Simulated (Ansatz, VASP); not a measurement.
**TaSi: VASP beside Ansatz**

```xyz
2
Lattice="2.7386 0.0000 0.0000 -1.3693 2.3717 0.0000 0.0000 0.0000 29.0170" Properties=species:S:1:pos:R:3 pbc="T T T"
Ta    0.0000    0.0000    6.6931
Si    0.0000    0.0000    9.3069
```

Alike in both runs: functional PBE; k mesh 11 × 11 × 1; occupations fermi-dirac, width 0.05 eV; no spin polarisation.

|  | VASP | Ansatz |
| --- | --- | --- |
| version | VASP 6.6.1 | Ansatz 0.2.0 |
| potentials or method | VASP PAW PBE potentials, release 64 (Ta_pv, Si), cutoff 520 eV | all-electron LAPW, scalar-relativistic |
| task | single point | work function |

Ansatz gave:

| Quantity | Value |
| --- | --- |
| gap on the k mesh at the Fermi level (eV) | none |
| rms of the force components (eV/Å) | 0.079 |

Task: Which values does VASP return?

Result: gap on the k mesh at the Fermi level (eV): none; rms of the force components (eV/Å): 0.083.

Atom by atom the forces differ by 0.004 eV/Å (rms over components). A gap of «none» marks a metal or a gap that the smearing closes. Ansatz ran all-electron here, and VASP with PAW potentials.

Neither program's run includes spin-orbit coupling.
